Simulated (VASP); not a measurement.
The system is C.

```xyz
2
Lattice="0.0261 1.7707 1.7707 1.7707 0.0261 1.7707 1.7707 1.7707 0.0261" Properties=species:S:1:pos:R:3 pbc="T T T"
C     0.0006    0.0006    0.0006
C     0.8913    0.8913    0.8913
```

This cell differs from its parent crystal: epitaxial 111 strain -2.0%.

Base run:

* Program: VASP 6.6.1
* Functional: r2SCAN
* Potentials or basis: VASP PAW PBE potentials, release 64 (C)
* Cutoff: 520 eV
* k mesh: 12 × 12 × 12
* Occupations: gaussian, width 0.01 eV
* Spin: no spin polarisation

Its results: band gap on the k mesh 4.40 eV, indirect (least direct gap 5.45 eV); pressure 20.1 GPa; largest force 0.010 eV/Å.

Question: The run is repeated on the same cell with these changes: functional from r2SCAN to PBE; k mesh from 12 × 12 × 12 to 6 × 6 × 6. What comes out?

Answer: Band gap on the k mesh 4.21 eV, indirect (least direct gap 5.22 eV); pressure 23.9 GPa; largest force 0.034 eV/Å.

Several settings changed at once, so the effect can't be laid on one alone.

Caveats: some runs use coarse meshes; the PAW data sets were made with another functional, which shifts forces and pressure a little (some runs).

A k mesh can miss the band edges.
